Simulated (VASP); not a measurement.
NaTa8O20 (a cell with a defect): single point with PBEsol

System: NaTa8O20 (a cell with a defect).

```
Ta O Na
1.0
     0.00000   11.98467    3.56968
     5.70205    0.00000    3.56968
     5.70205   11.98467    0.00000
Ta O Na
8 20 1
Direct
  0.10429 0.39497 0.75775
  0.60286 0.89343 0.25924
  0.39545 0.10354 0.75103
  0.89606 0.60418 0.25048
  0.24220 0.25349 0.40169
  0.74435 0.75550 0.89967
  0.24898 0.24540 0.10785
  0.75381 0.75041 0.60304
  0.31464 0.68363 0.57765
  0.80665 0.19160 0.07440
  0.19387 0.80528 0.93337
  0.68445 0.31479 0.43434
  0.41926 0.57844 0.18747
  0.92362 0.07402 0.69300
  0.07956 0.91930 0.30876
  0.56175 0.43725 0.82139
  0.40319 0.07107 0.33363
  0.92891 0.59658 0.80775
  0.06582 0.41089 0.21015
  0.58663 0.93196 0.68941
  0.18505 0.33593 0.57632
  0.66216 0.81287 0.09930
  0.30400 0.19312 0.92713
  0.80461 0.69403 0.42646
  0.24572 0.23501 0.75363
  0.76389 0.75311 0.23552
  0.25408 0.21997 0.25482
  0.77814 0.74454 0.73069
  0.20294 0.79581 0.38905
```

| Item | Value |
| --- | --- |
| Program | VASP 6.6.1 |
| Task | single point |
| Functional | PBEsol |
| Potentials or basis | VASP PAW PBE potentials, release 64 (Ta_pv, O, Na_pv) |
| Cutoff | 520 eV |
| k mesh | 1 × 1 × 1, shifted |
| Occupations | fermi-dirac, width 0.01 eV |
| Spin | no spin polarisation |

```json
{"Largest force": "0.192 eV/Å"}
```

Forces on the atoms (eV/Å):
```
Ta   0.116 -0.002  0.024
Ta   0.132  0.006  0.032
Ta  -0.108 -0.025 -0.036
Ta  -0.117 -0.025 -0.037
Ta   0.137 -0.030  0.054
Ta   0.122 -0.059 -0.023
Ta  -0.118  0.043 -0.044
Ta  -0.118  0.049 -0.020
O    0.074  0.046 -0.008
O    0.076  0.025 -0.010
O   -0.079 -0.026  0.015
O   -0.073 -0.037  0.011
O    0.058 -0.044  0.011
O    0.076 -0.037  0.003
O   -0.076  0.037  0.009
O   -0.062  0.040  0.013
O   -0.148  0.119 -0.029
O   -0.139  0.122 -0.011
O    0.159 -0.084  0.016
O    0.153 -0.087  0.028
O   -0.114 -0.082 -0.001
O   -0.120 -0.087 -0.016
O    0.131  0.062  0.017
O    0.128  0.066  0.020
O   -0.023  0.024 -0.007
O   -0.018  0.015  0.004
O   -0.021 -0.020 -0.009
O   -0.020 -0.011  0.001
Na  -0.006  0.003 -0.004
```

Levels at points of the mesh, in eV from the Fermi level:
```tsv
k point	band 104	band 105	band 106	band 107	band 108	band 109	band 110	band 111
(0.25, 0.25, 0.25)	-0.85	-0.68	-0.38	-0.27	3.16	3.29	3.46	3.83
```

Run time: 11 min on 1 thread of Intel(R) Xeon(R) Platinum 8259CL CPU @ 2.50GHz (Skylake/Cascade Lake), with other jobs on the host, peak memory 1 GiB.

Caveat: the cell carries a net charge on a neutralising background, which shifts energy and pressure; the cell is charged against a uniform background, so pressure and absolute levels hang on convention; the PAW data sets were made with another functional, which shifts forces and pressure a little; spin-orbit coupling is left out, which moves the levels of the heavy elements.
